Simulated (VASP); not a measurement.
# V (Im-3m) in VASP: notebook, part 2 of 2

VASP 6.6.1. Earlier steps stand in the parts before.

### 5 Single point, r2SCAN, collinear spin, ferromagnetic start

This run uses another cell than the first one, of 14.17 Å³/atom, 1.062 times its volume.

Contents of POSCAR:

```
V
1.0
   -1.5243791002      1.5243791002      1.5243791002
    1.5243791002     -1.5243791002      1.5243791002
    1.5243791002      1.5243791002     -1.5243791002
V
1
Direct
    0.0000000000      0.0000000000      0.0000000000
```

Contents of INCAR.step1:

```
SYSTEM = V
PREC = Accurate
ENCUT = 520
ISMEAR = -1
SIGMA = 0.05
LREAL = .False.
LASPH = .True.
NELM = 150
ISPIN = 2
MAGMOM = 2
LMAXMIX = 4
NBANDS = 16
GGA = PE
ALGO = Normal
EDIFF = 1E-4
LWAVE = .True.
LCHARG = .False.
```

Contents of INCAR.step2:

```
SYSTEM = V
PREC = Accurate
ENCUT = 520
EDIFF = 1E-6
ISMEAR = -1
SIGMA = 0.05
LREAL = .False.
LASPH = .True.
NELM = 150
ALGO = Normal
ISIF = 2
LWAVE = .False.
LCHARG = .False.
ISPIN = 2
MAGMOM = 2
LORBIT = 11
LMAXMIX = 4
METAGGA = R2SCAN
LMIXTAU = .True.
NBANDS = 16
ISTART = 1
```

Contents of KPOINTS:

```
regular mesh
0
Gamma
  12 12 12
  0 0 0
```

The run is started by

```bash
$ cat potpaw_PBE.64/V_sv/POTCAR > POTCAR
$ cp INCAR.step1 INCAR
$ mpirun -np 1 vasp_std > vasp.out
$ cp INCAR.step2 INCAR
$ mpirun -np 1 vasp_std > vasp.out
```

Run time: 2.3 min. Hardware: 1 thread of Intel Xeon Platinum 8259CL at 2.50GHz (Skylake/Cascade Lake), shared host; peak memory 0.15 GiB.

The run converged. Its results:

```yaml
Free_energy: -14.1002 eV
Pressure: -10.6 GPa
Net_moment: 0.00 μB per cell
Valence_electrons_inside_the_program's_atomic_spheres: V 11.53
```

Levels at points of the mesh, in eV from the Fermi level:
Spin up:
| k point | band 3 | band 4 | band 5 | band 6 | band 7 | band 8 | band 9 | band 10 |
| --- | --- | --- | --- | --- | --- | --- | --- | --- |
| (0.00, 0.00, 0.00) | -38.62 | -38.62 | -6.94 | 0.47 | 0.47 | 0.47 | 2.53 | 2.53 |
| (0.50, 0.00, 0.00) | -38.87 | -38.62 | -3.16 | -1.05 | 1.33 | 2.48 | 2.87 | 4.01 |
| (0.50, 0.50, 0.50) | -39.16 | -39.16 | -2.87 | -2.87 | 3.64 | 3.64 | 3.64 | 10.15 |
Spin down:
```
           k point  band 3  band 4  band 5  band 6  band 7  band 8  band 9  band 10
(0.00, 0.00, 0.00)  -38.62  -38.62   -6.94    0.47    0.47    0.47    2.53     2.53
(0.50, 0.00, 0.00)  -38.87  -38.62   -3.16   -1.05    1.33    2.48    2.87     4.01
(0.50, 0.50, 0.50)  -39.16  -39.16   -2.87   -2.87    3.64    3.64    3.64    10.15
```

Caveat: the PAW data sets were made with another functional, which shifts forces and pressure a little.

### 6 Single point, r2SCAN, collinear spin, ferromagnetic start

This run uses another cell than the first one, of 14.45 Å³/atom, 1.083 times its volume.

Contents of POSCAR:

```
V
1.0
   -1.5342779432      1.5342779432      1.5342779432
    1.5342779432     -1.5342779432      1.5342779432
    1.5342779432      1.5342779432     -1.5342779432
V
1
Direct
    0.0000000000      0.0000000000      0.0000000000
```

Contents of INCAR.step1:

```
SYSTEM = V
ALGO = Normal ; EDIFF = 1E-4
ENCUT = 520 ; GGA = PE
ISMEAR = -1 ; ISPIN = 2
LASPH = .True. ; LCHARG = .False.
LMAXMIX = 4 ; LREAL = .False.
LWAVE = .True. ; MAGMOM = 2
NBANDS = 16 ; NELM = 150
PREC = Accurate ; SIGMA = 0.05
```

Contents of INCAR.step2:

```
SYSTEM = V
ALGO = Normal ; EDIFF = 1E-6
ENCUT = 520 ; ISIF = 2
ISMEAR = -1 ; ISPIN = 2
ISTART = 1 ; LASPH = .True.
LCHARG = .False. ; LMAXMIX = 4
LMIXTAU = .True. ; LORBIT = 11
LREAL = .False. ; LWAVE = .False.
MAGMOM = 2 ; METAGGA = R2SCAN
NBANDS = 16 ; NELM = 150
PREC = Accurate ; SIGMA = 0.05
```

Contents of KPOINTS:

```
k-points
0
Gamma
  12 12 12
  0 0 0
```

Potentials or basis: VASP PAW PBE potentials, release 64 (V_sv).

The run is started by

```bash
$ cat potpaw_PBE.64/V_sv/POTCAR > POTCAR
$ cp INCAR.step1 INCAR
$ mpirun -np 1 vasp_std > vasp.out
$ cp INCAR.step2 INCAR
$ mpirun -np 1 vasp_std > vasp.out
```

OUTCAR:

```text
SYSTEM = V
   EDIFF = 1E-6
   ENCUT = 520
   ISIF = 2
   ISMEAR = -1
   ISPIN = 2
   ISTART = 1
   LASPH = .True.
   LORBIT = 11
   LREAL = .False.
   METAGGA = R2SCAN
   NELM = 150
   PREC = Accurate

 ion  position               nearest neighbor table
   1  0.000  0.000  0.000-

  LATTYP: Found a body centered cubic cell.
 ALAT       =     3.0685558864

  Lattice vectors:

 A1 = (  -1.5342779432,   1.5342779432,   1.5342779432)
 A2 = (   1.5342779432,  -1.5342779432,   1.5342779432)
 A3 = (   1.5342779432,   1.5342779432,  -1.5342779432)

Analysis of symmetry for initial positions (statically):
=====================================================================
 Subroutine PRICEL returns:
 Original cell was already a primitive cell.

 Routine SETGRP: Setting up the symmetry group for a
 body centered cubic supercell.

 Subroutine GETGRP returns: Found 48 space group operations
 (whereof 48 operations were pure point group operations)
 out of a pool of 48 trial point group operations.

The static configuration has the point symmetry O_h .

Analysis of symmetry for dynamics (positions and initial velocities):
=====================================================================
 Subroutine PRICEL returns:
 Original cell was already a primitive cell.

 Routine SETGRP: Setting up the symmetry group for a
 body centered cubic supercell.

 Subroutine GETGRP returns: Found 48 space group operations
 (whereof 48 operations were pure point group operations)
 out of a pool of 48 trial point group operations.

The dynamic configuration has the point symmetry O_h .

Analysis of structural, dynamic, and magnetic symmetry:
=====================================================================
 Subroutine PRICEL returns:
 Original cell was already a primitive cell.

 Routine SETGRP: Setting up the symmetry group for a
 body centered cubic supercell.

 Subroutine GETGRP returns: Found 48 space group operations
 (whereof 48 operations were pure point group operations)
 out of a pool of 48 trial point group operations.

The overall configuration has the point symmetry O_h .

 Subroutine INISYM returns: Found 48 space group operations
 (whereof 48 operations are pure point group operations),
 and found     1 'primitive' translations

----------------------------------------------------------------------------------------

                                     Primitive cell

  volume of cell :      14.4468

  direct lattice vectors                    reciprocal lattice vectors
    -1.534277943  1.534277943  1.534277943     0.000000000  0.325886194  0.325886194
     1.534277943 -1.534277943  1.534277943     0.325886194  0.000000000  0.325886194
     1.534277943  1.534277943 -1.534277943     0.325886194  0.325886194  0.000000000

  length of vectors
     2.657447351  2.657447351  2.657447351     0.460872676  0.460872676  0.460872676

  position of ions in fractional coordinates (direct lattice)
     0.000000000  0.000000000  0.000000000

  ion indices of the primitive-cell ions
   primitive index   ion index
                 1           1

----------------------------------------------------------------------------------------

 KPOINTS: k-points

Automatic generation of k-mesh.
 Grid dimensions read from file:
 generate k-points for:   12   12   12

 Generating k-lattice:

[... 21 lines left out ...]
  0.250000  0.000000  0.000000     12.000000
  0.333333  0.000000  0.000000     12.000000
  0.416667  0.000000  0.000000     12.000000
[... 16 lines left out ...]
  0.333333  0.083333  0.083333     24.000000
  0.416667  0.083333  0.083333     12.000000
 [... further k-points ...]
   k-points           NKPTS =     72   k-points in BZ     NKDIM =     72   number of bands    NBANDS=     16
   number of dos      NEDOS =    301   number of ions     NIONS =      1
   total plane-waves  NPLWV =   8000
   dimension x,y,z NGX =    20 NGY =   20 NGZ =   20
   dimension x,y,z NGXF=    40 NGYF=   40 NGZF=   40
   ions per type =               1
   NGX,Y,Z   is equivalent  to a cutoff of  12.51, 12.51, 12.51 a.u.
   NGXF,Y,Z  is equivalent  to a cutoff of  25.02, 25.02, 25.02 a.u.
 SYSTEM =  V
   PREC   = accura    normal or accurate (medium, high low for compatibility)
   ISTART =      1    job   : 0-new  1-cont  2-samecut
   ICHARG =      0    charge: 1-file 2-atom 10-const
   ISPIN  =      2    spin polarized calculation?
   LNONCOLLINEAR =      F non collinear calculations
   LSORBIT =      F    spin-orbit coupling
   LASPH  =      T    aspherical Exc in radial PAW
   ENCUT  =  520.0 eV  38.22 Ry    6.18 a.u.   4.94  4.94  4.94*2*pi/ulx,y,z
   NELM   =    150;   NELMIN=  2; NELMDL=  0     # of ELM steps
   EDIFF  = 0.1E-05   stopping-criterion for ELM
   LREAL  =      F    real-space projection
[... 7 lines left out ...]
   TEBEG  =    0.0;   TEEND  =   0.0 temperature during run
   PSTRESS=    0.0 pullay stress
   NELECT =      13.0000    total number of electrons
   NUPDOWN=      -1.0000    fix difference up-down
   EMIN   =  10.00;   EMAX   =-10.00  energy-range for DOS
   EFERMI =   0.00;   METHOD = LEGACY
   ISMEAR =    -1;   SIGMA  =   0.05  broadening in eV -4-tet -1-fermi 0-gaus
   EFERMI_NEDOS =   21; number of points for ismear=-14 and -15
   IALGO  =     38    algorithm
   IMIX   =      4    mixing-type and parameters
     AMIX     =   0.40;   BMIX     =  1.00
     AMIX_MAG =   1.60;   BMIX_MAG =  1.00
  volume/ion in A,a.u.               =      14.45        97.49
  Fermi-wavevector in a.u.,A,eV,Ry     =   1.580515  2.986740 33.987723  2.498027
  Thomas-Fermi vector in A             =   2.680731
   LORBIT       =     11    0 simple, 1 ext, 2 COOP (PROOUT), +10 PAW based schemes
   METAGGA = R2SCAN    functional components
   LHFCALC =     F    Hartree Fock is set to
   AEXX    =    0.0000 exact exchange contribution
   IVDW    =     0    specifies the selected vdW correction
   LEPSILON=     F    determine dielectric tensor
   LRPA    =     F    only Hartree local field effects (RPA)
 spin polarized calculation
  energy-cutoff  :      520.00
  volume of cell :       14.45
 maximum number of plane-waves:       402
   NGX =  9   NGY =  9   NGZ =  9

 number of electron      13.0000007 magnetization       0.0047682

 number of electron      13.0000007 magnetization      -0.0001851

 Free energy of the ion-electron system (eV)
  ---------------------------------------------------
  ext. energy  EPLUGINS =         0.00000000
  ---------------------------------------------------
  free energy    TOTEN  =       -14.07946786 eV

  energy without entropy =      -14.06110442  energy(sigma->0) =      -14.07028614

 E-fermi :   8.8103     XC(G=0): -13.6474

 val. band max:        8.7233381089   @ k =  -0.2500   0.3333   0.0833
 cond. band min:       8.8112198558   @ k =  -0.3333   0.5000   0.1667
 fundamental gap:      0.0878817469
 Fermi energy:         8.8102502227

 spin component 1

 k-point     1 :       0.0000    0.0000    0.0000
  band No.  band energies     occupation
      1     -57.6090      1.00000
      2     -29.8624      1.00000
      3     -29.8624      1.00000
      4     -29.8624      1.00000
      5       1.9156      1.00000
      6       9.2684      0.00010
[... 435 lines left out ...]
      5       6.1423      1.00000
      6       7.6874      1.00000
[... 8 lines left out ...]
     15      37.9958      0.00000
     16      38.6934      0.00000

 [... further k-points ...]

 spin component 2

 k-point     1 :       0.0000    0.0000    0.0000
  band No.  band energies     occupation
      1     -57.6091      1.00000
      2     -29.8626      1.00000
      3     -29.8625      1.00000
      4     -29.8625      1.00000
      5       1.9153      1.00000
      6       9.2684      0.00010
[... 435 lines left out ...]
      5       6.1422      1.00000
      6       7.6873      1.00000
[... 8 lines left out ...]
     15      37.9957      0.00000
     16      38.6933      0.00000

 [... further k-points ...]
[... 5 lines left out ...]
  --------------------------------------------------------------------------------------
  -------------------------------------------------------------------------------------
  Total       -1.2071317     -1.2071317     -1.2071317      0.0000000     -0.0000000      0.0000000
  in kB     -133.8730411   -133.8730411   -133.8730411      0.0000000     -0.0000000      0.0000000
  external PRESSURE =    -133.8730411 kB  Pullay stress =       0.0000000 kB

 VOLUME and BASIS-vectors are now :
 -----------------------------------------------------------------------------
  energy-cutoff  :      520.00
  volume of cell :       14.45
      direct lattice vectors                 reciprocal lattice vectors
    -1.534277943  1.534277943  1.534277943     0.000000000  0.325886194  0.325886194
     1.534277943 -1.534277943  1.534277943     0.325886194  0.000000000  0.325886194
     1.534277943  1.534277943 -1.534277943     0.325886194  0.325886194  0.000000000

 POSITION                                       TOTAL-FORCE (eV/Angst)
 -----------------------------------------------------------------------------------
      0.00000      0.00000      0.00000        -0.000000     -0.000000     -0.000000
 -----------------------------------------------------------------------------------
    total drift:                                0.000000     -0.000000     -0.000000

  FREE ENERGIE OF THE ION-ELECTRON SYSTEM (eV)
  ---------------------------------------------------
  free  energy   TOTEN  =       -14.0794678649 eV

  energy  without entropy=      -14.0611044211  energy(sigma->0) =      -14.07028614

 total charge

# of ion       s       p       d       tot
------------------------------------------
    1        2.318   6.214   2.971  11.503

 magnetization (x)

# of ion       s       p       d       tot
------------------------------------------
    1       -0.000  -0.000  -0.000  -0.000
```

Run time: 2 min. Hardware: 1 thread of Intel Xeon Platinum 8259CL at 2.50GHz (Skylake/Cascade Lake), shared host; peak memory 0.15 GiB.

What came out:

| Item | Value |
| --- | --- |
| Free energy | -14.0795 eV |
| Pressure | -13.4 GPa |
| Net moment | 0.00 μB per cell |
| Valence electrons inside the program's atomic spheres | V 11.50 |

Caveat: the PAW data sets were made with another functional, which shifts forces and pressure a little.

### 7 The runs side by side

```csv
cell,gap on the mesh (eV),pressure (GPa),moment (μB)
"a = 2.587 Å, angles 109.5°, 1 atom",none,-0.3,0.00
"a = 2.605 Å, angles 109.5°, 1 atom",none,-4.1,0.00
"a = 2.623 Å, angles 109.5°, 1 atom",none,-7.5,0.00
"a = 2.640 Å, angles 109.5°, 1 atom",none,-10.6,0.00
"a = 2.657 Å, angles 109.5°, 1 atom",none,-13.4,0.00
```

Alike in all rows: task single point; level r2SCAN; potentials or basis VASP PAW PBE potentials, release 64 (V_sv); spin collinear, ferromagnetic start; k mesh 12 × 12 × 12; cutoff (eV) 520; smearing fermi-dirac 0.05 eV.

Caveats: the PAW data sets were made with another functional, which shifts forces and pressure a little.

Absolute energies hang on the potentials; compare differences alone.
